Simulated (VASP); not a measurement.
A run of VASP 6.6.1 is set up as follows.

Contents of INCAR:

```
PREC = Accurate
ENCUT = 520
EDIFF = 1E-6
ISMEAR = 0
SIGMA = 0.05
LREAL = False
LASPH = True
NELM = 60
ALGO = Normal
ISIF = 2
LWAVE = False
LCHARG = True
GGA = PE
LELF = True
LVHAR = True
NBANDS = 11
```

KPOINTS

```
Automatic mesh
0
Gamma
  10 10 10
```

File POSCAR:

```
Si
1.0
    0.0000000000      2.6123944893      2.7093143248
    2.6123944893      0.0000000000      2.7093143248
    2.6123944893      2.6123944893      0.0000000000
Si
2
Direct
    0.5000000000      0.5000000000      0.5000000000
    0.7500000000      0.7500000000      0.7500000000
```

Potentials or basis: VASP PAW PBE potentials, release 64 (Si).

The run is started by

```bash
$ cat potpaw_PBE.64/Si/POTCAR > POTCAR
$ mpirun -np 1 vasp_std > vasp.out
```

Question: What does it give for the band gap on the k mesh?

Answer: 0.23 eV, indirect (least direct gap 2.47 eV).

Question: What does it give for the pressure?

Answer: 11.0 GPa.

Stress tensor (GPa, compression positive):
```
12.23  0.00  0.00
 0.00 12.23  0.00
 0.00  0.00  8.53
```

 A k mesh can miss the band edges.
